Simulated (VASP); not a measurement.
Crystal: Lu2AsN.

```
N Lu As
1.0
     4.08476    0.00000    0.00000
     0.00000    4.08476    0.00000
     0.00000    0.00000    5.77672
N Lu As
1 2 1
Direct
  0.00000 0.00000 0.00000
  0.00000 0.00000 0.50000
  0.50000 0.50000 0.00000
  0.50000 0.50000 0.50000
```

* Program: VASP 6.6.1
* Task: relaxation of cell and atoms
* Functional: PBE
* Potentials or basis: VASP PAW PBE potentials, release 64 (N, Lu, As)
* Cutoff: 600 eV
* k mesh: 6 × 6 × 4
* Occupations: fermi-dirac, width 0.02 eV
* Spin: no spin polarisation

At the start: pressure -15.7 GPa; volume 24.10 Å³/atom.

Q: Where does the relaxation end?

A: Over 10 steps the energy falls by 329.7 meV/atom and the volume is 18.67 Å³/atom (-22.5 %); space group P4/mmm (No. 123, to 0.1 Å) before and after.

The path:
```csv
step,energy change (eV),largest force (eV/Å),pressure (GPa),volume (Å³)
1,0.0000,0.0000,-15.72,96.39
2,-1.0163,0.0000,13.79,67.02
3,-1.3173,0.0000,-0.13,74.75
4,-1.3169,0.0000,0.47,74.36
5,-1.3186,0.0000,-0.36,74.91
6,-1.3188,0.0000,-0.14,74.77
7,-1.3188,0.0000,-0.18,74.78
8,-1.3188,0.0000,0.05,74.62
9,-1.3189,0.0000,0.05,74.66
10,-1.3189,0.0000,-0.02,74.69
```

Final structure:
```
N Lu As
1.0
     3.74207    0.00000    0.00000
     0.00000    3.74207    0.00000
     0.00000    0.00000    5.33376
N Lu As
1 2 1
Direct
  0.00000 0.00000 0.00000
  0.00000 0.00000 0.50000
  0.50000 0.50000 0.00000
  0.50000 0.50000 0.50000
```

Caveat: the volume moved by over 15 % at a fixed basis, so the end points are rough.
